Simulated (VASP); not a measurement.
# SiC8 in VASP: notebook

SiC8 is run at these levels: PBE+D3(BJ); tasks: single point.

All numbers are computed with VASP 6.6.1; they aren't measurements. Logs are shortened: lines on timing, memory, paths and dates and some standing lists are left out, and cuts for length are marked.

## Step 1: The cell of the first run

The cell holds a slab with vacuum, 9 atoms: a = 4.931 Å, b = 4.931 Å, c = 15.500 Å, α = 90.00°, β = 90.00°, γ = 120.00°.

## Step 2: Single point, PBE+D3(BJ), collinear spin, ferromagnetic start

File INCAR:

```
  PREC = Accurate
  ENCUT = 520
  EDIFF = 1E-6
  ISMEAR = 0
  SIGMA = 0.1
  LREAL = F
  LASPH = T
  NELM = 150
  ALGO = Normal
  ISIF = 2
  LWAVE = F
  LCHARG = F
  ISPIN = 2
  MAGMOM = 0 0 0 0 0 0 0 0 2
  LORBIT = 11
  LDIPOL = T
  IDIPOL = 3
  DIPOL = 0.5 0.5 0.272
  GGA = PE
  IVDW = 12
  NBANDS = 32
```

File KPOINTS:

```
regular mesh
0
Gamma
  6 6 1
```

File POSCAR:

```
SiC8
1.0
    4.9313048819      0.0000000000      0.0000000000
   -2.4656524409      4.2706353015      0.0000000000
    0.0000000000      0.0000000000     15.5000331942
C Si
8 1
Direct
    0.3333333333      0.1666666667      0.2580661050
    0.3333333333      0.6666666667      0.2580661050
    0.8333333333      0.1666666667      0.2580661050
    0.8333333333      0.6666666667      0.2580661050
    0.1666666667      0.3333333334      0.2580639635
    0.1666666667      0.8333333333      0.2580639635
    0.6666666667      0.3333333334      0.2580639635
    0.6666666667      0.8333333334      0.2580639635
    0.3333333333      0.4166666666      0.3858722703
```

Potentials or basis: VASP PAW PBE potentials, release 64 (C, Si).

Started as:

```sh
$ cat potpaw_PBE.64/C/POTCAR potpaw_PBE.64/Si/POTCAR > POTCAR
$ mpirun -np 1 vasp_std > vasp.out
```

OUTCAR:

```text
PREC = Accurate
   ENCUT = 520
   EDIFF = 1E-6
   ISMEAR = 0
   LREAL = F
   LASPH = T
   NELM = 150
   ISIF = 2
   ISPIN = 2
   LORBIT = 11
   GGA = PE
   IVDW = 12
 IVDW          = 12

 ion  position               nearest neighbor table
   1  0.333  0.167  0.258-   5 1.42   6 1.42   7 1.42   9 2.33
   2  0.333  0.667  0.258-   6 1.42   5 1.42   8 1.42   9 2.33
   3  0.833  0.167  0.258-   8 1.42   7 1.42   5 1.42
   4  0.833  0.667  0.258-   7 1.42   8 1.42   6 1.42
   5  0.167  0.333  0.258-   2 1.42   1 1.42   3 1.42   9 2.11
   6  0.167  0.833  0.258-   2 1.42   1 1.42   4 1.42
   7  0.667  0.333  0.258-   4 1.42   3 1.42   1 1.42
   8  0.667  0.833  0.258-   3 1.42   4 1.42   2 1.42
   9  0.333  0.417  0.386-   5 2.11   1 2.33   2 2.33

  LATTYP: Found a hexagonal cell.
 ALAT       =     4.9313048819
 C/A-ratio  =     3.1431910144

  Lattice vectors:

 A1 = (   4.9313048819,   0.0000000000,   0.0000000000)
 A2 = (  -2.4656524409,   4.2706353015,   0.0000000000)
 A3 = (   0.0000000000,   0.0000000000,  15.5000331942)

Analysis of symmetry for initial positions (statically):
=====================================================================
 Subroutine PRICEL returns:
 Original cell was already a primitive cell.

 Routine SETGRP: Setting up the symmetry group for a
 hexagonal supercell.

 Subroutine GETGRP returns: Found  2 space group operations
 (whereof  1 operations were pure point group operations)
 out of a pool of 24 trial point group operations.

The static configuration has the point symmetry C_1 .
 The point group associated with its full space group is C_1h.

Analysis of symmetry for dynamics (positions and initial velocities):
=====================================================================
 Subroutine PRICEL returns:
 Original cell was already a primitive cell.

 Routine SETGRP: Setting up the symmetry group for a
 hexagonal supercell.

 Subroutine GETGRP returns: Found  2 space group operations
 (whereof  1 operations were pure point group operations)
 out of a pool of 24 trial point group operations.

The dynamic configuration has the point symmetry C_1 .
 The point group associated with its full space group is C_1h.

Analysis of structural, dynamic, and magnetic symmetry:
=====================================================================
 Subroutine PRICEL returns:
 Original cell was already a primitive cell.

 Routine SETGRP: Setting up the symmetry group for a
 hexagonal supercell.

[... 161 lines left out ...]
 cond. band min:      -0.8758114631   @ k =   0.0000   0.1667   0.0000
 fundamental gap:      0.1554599030
 Fermi energy:        -1.0126027113

 spin component 1

 k-point     1 :       0.0000    0.0000    0.0000
  band No.  band energies     occupation
      1     -21.5869      1.00000
      2     -16.5761      1.00000
      3     -16.3498      1.00000
      4     -15.9472      1.00000
      5     -15.3681      1.00000
      6     -15.1052      1.00000
[... 418 lines left out ...]
     29       4.9326      0.00000
     30       5.5111      0.00000
 Fermi energy:        -1.0126027113

 spin component 2

 k-point     1 :       0.0000    0.0000    0.0000
  band No.  band energies     occupation
      1     -21.5869      1.00000
      2     -16.5761      1.00000
      3     -16.3498      1.00000
      4     -15.9473      1.00000
      5     -15.3681      1.00000
      6     -15.1052      1.00000
[... 418 lines left out ...]
     29       4.9350      0.00000
     30       5.5162      0.00000
 [bands above 30 left out]

------------------------ aborting loop because EDIFF is reached ----------------------------------------

 vacuum level on the upper side and lower side of the slab       (xc-potential included)        -0.023         0.027

 Edisp (eV)   -0.97920

 E8    (eV) :    -0.3283

  FORCE on cell =-STRESS in cart. coord.  units (eV):
  Direction    XX          YY          ZZ          XY          YZ          ZX
  --------------------------------------------------------------------------------------
  -------------------------------------------------------------------------------------
  Total       4.73939     3.94995    -0.08306     0.68368    -0.00602    -0.01043
  in kB      23.26196    19.38721    -0.40766     3.35563    -0.02956    -0.05119
  external pressure =       14.08 kB  Pullay stress =        0.00 kB

 VOLUME and BASIS-vectors are now :
 -----------------------------------------------------------------------------
  energy-cutoff  :      520.00
  volume of cell :      326.43
      direct lattice vectors                 reciprocal lattice vectors
     4.931304882  0.000000000  0.000000000     0.202786083  0.117078599  0.000000000
    -2.465652441  4.270635301  0.000000000     0.000000000  0.234157199  0.000000000
     0.000000000  0.000000000 15.500033194     0.000000000  0.000000000  0.064515991

 POSITION                                       TOTAL-FORCE (eV/Angst)
 -----------------------------------------------------------------------------------
      1.23283      0.71177      4.00003         0.424565     -0.062152      0.541387
     -0.00000      2.84709      4.00003         0.158457      0.398760      0.541387
      3.69848      0.71177      4.00003        -1.148172     -0.662898     -0.479885
      2.46565      2.84709      4.00003         1.136032      0.655889     -0.343698
      0.00000      1.42355      4.00000        -0.222326     -0.128360      0.226328
     -1.23283      3.55886      4.00000        -1.266210     -0.731047     -0.350226
      2.46565      1.42355      4.00000         0.737144     -0.211071     -0.061343
      1.23283      3.55886      4.00000         0.185779      0.743921     -0.061343
      0.61641      1.77943      5.98103        -0.005269     -0.003042     -0.012609
 -----------------------------------------------------------------------------------
    total drift:                               -0.000073     -0.000043     -0.000066

  FREE ENERGIE OF THE ION-ELECTRON SYSTEM (eV)
  ---------------------------------------------------
  free  energy   TOTEN  =       -76.1732506371 eV

  energy  without entropy=      -76.1665389980  energy(sigma->0) =      -76.16989482

 vacuum level on the upper side and lower side of the slab         2.519         2.656

 total charge

# of ion       s       p       d       tot
------------------------------------------
    1        0.864   1.790   0.000   2.654
    2        0.864   1.790   0.000   2.654
    3        0.855   1.807   0.000   2.662
    4        0.862   1.783   0.000   2.645
    5        0.863   1.819   0.000   2.681
    6        0.854   1.811   0.000   2.665
    7        0.863   1.783   0.000   2.646
    8        0.863   1.783   0.000   2.646
    9        0.939   0.603   0.000   1.542
--------------------------------------------------
tot          7.826  14.969   0.000  22.794

 magnetization (x)

# of ion       s       p       d       tot
------------------------------------------
    1        0.000   0.000   0.000   0.000
    2        0.000   0.000   0.000   0.000
    3        0.000   0.000   0.000   0.000
    4        0.000   0.000   0.000   0.000
    5       -0.000  -0.000   0.000  -0.000
    6       -0.000  -0.000   0.000  -0.000
    7       -0.000  -0.000   0.000  -0.000
    8       -0.000  -0.000   0.000  -0.000
    9        0.000   0.000   0.000   0.000
--------------------------------------------------
tot         -0.000   0.000   0.000   0.000
```

Run time: 12 min. Hardware: 1 thread of Intel Xeon 6975P-C, shared host; peak memory 0.68 GiB.

What came out:

```yaml
Free_energy: -76.1733 eV
Largest_force: 1.503 eV/Å
Net_moment: 0.00 μB per cell
Valence_electrons_inside_the_program's_atomic_spheres: C 2.65, 2.66, 2.68, 2.67; Si 1.54
Dispersion_energy_per_atom: -0.109 eV
```

Forces on the atoms (eV/Å):
```
C    0.425 -0.062  0.541
C    0.158  0.399  0.541
C   -1.148 -0.663 -0.480
C    1.136  0.656 -0.344
C   -0.222 -0.128  0.226
C   -1.266 -0.731 -0.350
C    0.737 -0.211 -0.061
C    0.186  0.744 -0.061
Si  -0.005 -0.003 -0.013
```

Levels at points of the mesh, in eV from the Fermi level:
Spin up:
| k point | band 15 | band 16 | band 17 | band 18 | band 19 | band 20 | band 21 | band 22 |
| --- | --- | --- | --- | --- | --- | --- | --- | --- |
| (0.00, 0.00, 0.00) | -3.83 | -3.82 | -3.09 | -0.74 | -0.02 | 0.15 | 2.16 | 2.23 |
| (0.50, 0.00, 0.00) | -4.86 | -4.40 | -3.62 | -0.18 | 0.81 | 1.35 | 2.17 | 2.96 |
| (0.00, 0.50, 0.00) | -4.89 | -4.30 | -3.59 | -0.25 | 0.90 | 1.54 | 1.94 | 2.83 |
Spin down:
| k point | band 15 | band 16 | band 17 | band 18 | band 19 | band 20 | band 21 | band 22 |
| --- | --- | --- | --- | --- | --- | --- | --- | --- |
| (0.00, 0.00, 0.00) | -3.83 | -3.82 | -3.09 | -0.74 | -0.02 | 0.15 | 2.16 | 2.23 |
| (0.50, 0.00, 0.00) | -4.86 | -4.40 | -3.62 | -0.18 | 0.81 | 1.35 | 2.17 | 2.96 |
| (0.00, 0.50, 0.00) | -4.89 | -4.30 | -3.59 | -0.25 | 0.90 | 1.54 | 1.94 | 2.83 |

(Part 1 of 2 ends here.)
